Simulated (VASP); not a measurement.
A run of VASP 6.6.1:

File INCAR:

```
PREC     = Accurate       # precision mode
ENCUT    = 520            # plane-wave cutoff, eV
EDIFF    = 1E-6           # SCF threshold, eV
ISMEAR   = 0              # smearing method
SIGMA    = 0.05           # smearing width, eV
LREAL    = False          # projectors in reciprocal space
LASPH    = True           # aspherical terms in the spheres
NELM     = 80             # most SCF steps
ALGO     = Normal         # electronic algorithm
ISIF     = 2              # what is computed and relaxed
LWAVE    = False          # write WAVECAR
LCHARG   = True           # write CHGCAR
GGA      = CA             # functional
LELF     = True           # ELF
LVHAR    = True         
NBANDS   = 35             # bands
```

The input KPOINTS:

```
regular mesh
0
Gamma
  6 6 8
```

POSCAR

```
SnO2
1.0
    4.4907696718      0.0000000000      0.0000000000
    0.0000000000      4.4913213421      0.0000000000
    0.0000000000      0.0000000000      3.0339885145
Sn O
2 4
Direct
    0.5000000000      0.5000000000      0.5000000000
    0.0000000000      0.0000000000      0.0000000000
    0.3059833077      0.3450716815      0.0000000000
    0.8059833077      0.1549283185      0.5000000000
    0.1940166923      0.8450716815      0.5000000000
    0.6940166923      0.6549283185      0.0000000000
```

Potentials or basis: VASP PAW LDA potentials, release 64 (Sn_d, O).

Launch:

```console
$ cat potpaw_LDA.64/Sn_d/POTCAR potpaw_LDA.64/O/POTCAR > POTCAR
$ mpirun -np 1 vasp_std > vasp.out
```

Hardware: 1 thread of Intel(R) Xeon(R) 6975P-C (Granite Rapids), with other jobs on the host.

**Question.** How long does it take, and how much memory?

**Answer.** Wall time 62 s on 1 thread of Intel(R) Xeon(R) 6975P-C (Granite Rapids), with other jobs on the host, peak memory 0.24 GiB. Counts: scf iterations 13, k points 80.
